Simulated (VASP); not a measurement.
Input of a VASP 6.6.1 run:

File INCAR:

```
SYSTEM = HfO2
  PREC = Accurate
  ENCUT = 520
  EDIFF = 1E-6
  ISMEAR = -1
  SIGMA = 0.05
  LREAL = .FALSE.
  LASPH = .TRUE.
  NELM = 80
  ALGO = Normal
  ISIF = 2
  LWAVE = .FALSE.
  LCHARG = .TRUE.
  GGA = RP
  LELF = .TRUE.
  LVHAR = .TRUE.
  NBANDS = 56
```

File KPOINTS:

```
Automatic mesh
0
G
  5 5 5
  0 0 0
```

The input POSCAR:

```
HfO2
1.0
    5.0135217044      0.0000000000      0.0000000000
    0.0000000000      5.0798396840      0.0000000000
   -0.8411344054      0.0000000000      5.1074318236
Hf O
4 8
Direct
    0.2755000000      0.4603000000      0.7080000000
    0.7245000000      0.9603000000      0.7920000000
    0.7245000000      0.5397000000      0.2920000000
    0.2755000000      0.0397000000      0.2080000000
    0.0742000000      0.1684000000      0.8467000000
    0.9258000000      0.6684000000      0.6533000000
    0.9258000000      0.8316000000      0.1533000000
    0.0742000000      0.3316000000      0.3467000000
    0.4487000000      0.7419000000      0.9801000000
    0.5513000000      0.2419000000      0.5199000000
    0.5513000000      0.2581000000      0.0199000000
    0.4487000000      0.7581000000      0.4801000000
```

Potentials or basis: VASP PAW PBE potentials, release 64 (Hf_pv, O).

The run is started by

```sh
$ cat potpaw_PBE.64/Hf_pv/POTCAR potpaw_PBE.64/O/POTCAR > POTCAR
$ mpirun -np 1 vasp_std > vasp.out
```

Question: Predict the pressure.

Answer: 25.5 GPa.

Question: Predict the largest force.

Answer: 0.689 eV/Å.

Question: What does it give for the band gap on the k mesh?

Answer: 4.47 eV (least direct gap 4.52 eV).

Stress tensor (GPa, compression positive):
```
25.52  0.00  1.65
 0.00 25.30  0.00
 1.65  0.00 25.54
```

Caveat: the cell stands under pressure; the PAW data sets were made with another functional, which shifts forces and pressure a little; spin-orbit coupling is left out, which moves the levels of the heavy elements. A k mesh can miss the band edges.
